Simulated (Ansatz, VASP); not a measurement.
# HfN: VASP beside Ansatz

Contents of POSCAR:

```
HfN
1.0
    3.1339080000      0.0000000000      0.0000000000
   -1.5669540000      2.7140440000      0.0000000000
    0.0000000000      0.0000000000      5.4167680000
Hf N
2 2
Direct
    0.6666666667      0.3333333333      0.7500000000
    0.3333333333      0.6666666667      0.2500000000
    0.0000000000      0.0000000000      0.0000000000
    0.0000000000      0.0000000000      0.5000000000
```

The input INCAR.step1:

```
SYSTEM = HfN
ALGO     = Normal         ! electronic algorithm
EDIFF    = 1E-4           ! SCF threshold, eV
ENCUT    = 520            ! plane-wave cutoff, eV
GGA      = PE             ! functional
ISMEAR   = 1              ! smearing method
LASPH    = .TRUE.         ! aspherical terms in the spheres
LCHARG   = .FALSE.        ! write CHGCAR
LREAL    = .FALSE.        ! projectors in reciprocal space
LWAVE    = .TRUE.         ! write WAVECAR
NBANDS   = 23             ! bands
NELM     = 60             ! most SCF steps
PREC     = Accurate       ! precision mode
SIGMA    = 0.15           ! smearing width, eV
```

The input INCAR.step2:

```
SYSTEM = HfN
ALGO     = Normal         ! electronic algorithm
EDIFF    = 1E-6           ! SCF threshold, eV
ENCUT    = 520            ! plane-wave cutoff, eV
ISIF     = 2              ! what is computed and relaxed
ISMEAR   = 1              ! smearing method
ISTART   = 1            
LASPH    = .TRUE.         ! aspherical terms in the spheres
LCHARG   = .FALSE.        ! write CHGCAR
LMIXTAU  = .TRUE.       
LREAL    = .FALSE.        ! projectors in reciprocal space
LWAVE    = .FALSE.        ! write WAVECAR
METAGGA  = R2SCAN         ! meta-GGA
NBANDS   = 23             ! bands
NELM     = 60             ! most SCF steps
PREC     = Accurate       ! precision mode
SIGMA    = 0.15           ! smearing width, eV
```

Contents of KPOINTS:

```
k-points
0
G
  8 8 4
  0 0 0
```

Input for Ansatz:

```yaml
crystal:
  lattice:
    - [3.133908, 0.0, 0.0]
    - [-1.566954, 2.714044, 0.0]
    - [0.0, 0.0, 5.416768]
  atoms:
    - { symbol: Hf, position: [0.6666666666666666, 0.3333333333333333, 0.75] }
    - { symbol: Hf, position: [0.3333333333333333, 0.6666666666666666, 0.25] }
    - { symbol: "N", position: [0.0, 0.0, 0.0] }
    - { symbol: "N", position: [0.0, 0.0, 0.5] }
basis:
  ecutwfc: 650.0
kpoints:
  mp_grid:
    grid: [8, 8, 4]
hamiltonian:
  xc: r2scan
scf:
  occupations:
    method: cold
    width: 0.15
output:
  forces: true
  stress: true
```

Alike in both runs: task single point; functional r2SCAN; k mesh 8 × 8 × 4; no spin polarisation.

|  | VASP | Ansatz |
| --- | --- | --- |
| version | VASP 6.6.1 | Ansatz 0.2.0 |
| potentials or method | VASP PAW PBE potentials, release 64 (Hf_pv, N), cutoff 520 eV | plane waves, PAW |
| occupations | methfessel-paxton of order 1, width 0.15 eV | cold, width 0.15 eV |
| valence electrons in the cell | 30 | 62 |

|  | VASP | Ansatz | Ansatz less VASP |
| --- | --- | --- | --- |
| pressure (GPa) | 0.0 | 2.6 | +2.54 |
| traceless stress, the component that is largest in VASP (GPa) | -0.53 | -0.48 | +0.059 |

VASP's potentials were made for PBE, not for r2SCAN. VASP's potentials hold 30 valence electrons a cell and Ansatz's 62, so a difference there can come from the potentials and not from the codes.

Spin-orbit coupling is off throughout.
